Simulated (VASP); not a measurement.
## InAs: single point with PBE

The system is InAs.

```
In As
1.0
     4.01728    0.00000    0.00000
    -2.00864    3.47906    0.00000
     0.00000    0.00000    6.90084
In As
2 2
Direct
  0.00000 0.00000 0.00000
  0.00000 0.00000 0.50000
  0.33333 0.66667 0.25000
  0.66667 0.33333 0.75000
```

- Program: VASP 6.6.1
- Task: single point
- Functional: PBE
- Potentials or basis: VASP PAW PBE potentials, release 64 (In_d, As)
- Cutoff: 520 eV
- k mesh: 12 × 12 × 4
- Occupations: fermi-dirac, width 0.02 eV
- Spin: no spin polarisation
- Dipole correction: no
- Further INCAR settings: ALGO = Normal; EDIFF = 1e-06; NBANDS = 26

| Item | Value |
| --- | --- |
| Pressure | 0.0 GPa |
| Band gap on the k mesh | zero (band 18 reaches 6.28 eV, above the bottom of band 19 at 3.41 eV) |

Levels at points of the mesh, in eV from the Fermi level:
```
           k point  band 16  band 17  band 18  band 19  band 20  band 21
(0.00, 0.00, 0.00)    -0.13    -0.13     0.42     0.42     2.16     4.88
(0.50, 0.00, 0.00)    -3.37    -1.95     0.24     1.22     1.94     2.22
(0.00, 0.00, 0.50)     0.17     0.17     0.17     1.82     1.82     4.81
(0.50, 0.00, 0.50)    -1.62    -1.14    -1.14    -0.07    -0.07     3.77
```

Wall time 59 s on 1 thread of AMD EPYC 9R45 96-Core Processor (Zen 5), with other jobs on the host, peak memory 0.25 GiB.

Caveat: spin-orbit coupling is left out, which moves the levels of the heavy elements.
